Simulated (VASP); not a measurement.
A run of VASP 6.6.1:

File POSCAR:

```
BP
1.0
    0.0000000000      2.2683156689      2.1775830422
    2.2683156689      0.0000000000      2.1775830422
    2.2683156689      2.2683156689      0.0000000000
B P
1 1
Direct
    0.0000000000      0.0000000000      0.0000000000
    0.2500000000      0.2500000000      0.2500000000
```

File INCAR.step1:

```
SYSTEM = BP
PREC = Accurate
ENCUT = 520
ISMEAR = 0
SIGMA = 0.01
LREAL = .False.
LASPH = .True.
NELM = 80
NBANDS = 11
GGA = PE
ALGO = Normal
EDIFF = 1E-4
LWAVE = .True.
LCHARG = .False.
```

INCAR.step2

```
SYSTEM = BP
PREC = Accurate
ENCUT = 520
EDIFF = 1E-7
ISMEAR = 0
SIGMA = 0.01
LREAL = .False.
LASPH = .True.
NELM = 80
ALGO = Normal
ISIF = 2
LWAVE = .False.
LCHARG = .True.
METAGGA = R2SCAN
LMIXTAU = .True.
LELF = .True.
LVHAR = .True.
NBANDS = 11
ISTART = 1
```

The input KPOINTS:

```
regular mesh
0
Gamma
  10 10 10
  0 0 0
```

Potentials or basis: VASP PAW PBE potentials, release 64 (B, P).

Launch:

```bash
$ cat potpaw_PBE.64/B/POTCAR potpaw_PBE.64/P/POTCAR > POTCAR
$ cp INCAR.step1 INCAR
$ mpirun -np 1 vasp_std > vasp.out
$ cp INCAR.step2 INCAR
$ mpirun -np 1 vasp_std > vasp.out
```

Hardware: 1 thread of Intel(R) Xeon(R) 6975P-C (Granite Rapids), with other jobs on the host.

Task: How long does it take, and how much memory?

Result: Wall time 30 s on 1 thread of Intel(R) Xeon(R) 6975P-C (Granite Rapids), on a shared host, peak memory 0.14 GiB. Counts: k points 102.
